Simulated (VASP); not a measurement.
A run of VASP 6.6.1 is set up as follows.

Contents of INCAR:

```
PREC     = Accurate       # precision mode
ENCUT    = 520            # plane-wave cutoff, eV
EDIFF    = 1E-6           # SCF threshold, eV
ISMEAR   = 0              # smearing method
SIGMA    = 0.05           # smearing width, eV
LREAL    = False          # projectors in reciprocal space
LASPH    = True           # aspherical terms in the spheres
NELM     = 80             # most SCF steps
ALGO     = Normal         # electronic algorithm
ISIF     = 2              # what is computed and relaxed
LWAVE    = False          # write WAVECAR
LCHARG   = False          # write CHGCAR
GGA      = PE             # functional
NBANDS   = 26             # bands
```

The input KPOINTS:

```
regular mesh
0
Gamma
  6 6 6
```

POSCAR

```
BN
1.0
    3.6246970240      0.0000000000      0.0000000000
    0.0000000000     -3.6246970240      0.0000000000
    0.0000000000      0.0000000000     -3.6246970240
B N
4 4
Direct
    0.0000000000      0.5000000000      0.5000000000
    0.5000000000      0.0000000000      0.5000000000
    0.5000000000      0.5000000000      0.0000000000
    0.0000000000      0.0000000000      0.0000000000
    0.7500000000      0.7500000000      0.7500000000
    0.2500000000      0.2500000000      0.7500000000
    0.2500000000      0.7500000000      0.2500000000
    0.7500000000      0.2500000000      0.2500000000
```

Potentials or basis: VASP PAW PBE potentials, release 64 (B, N).

Run with:

```console
$ cat potpaw_PBE.64/B/POTCAR potpaw_PBE.64/N/POTCAR > POTCAR
$ mpirun -np 1 vasp_std > vasp.out
```

(1) Estimate the band gap on the k mesh.

(2) What does it give for the pressure?

Answers

(1) 4.45 eV.

(2) 0.2 GPa.
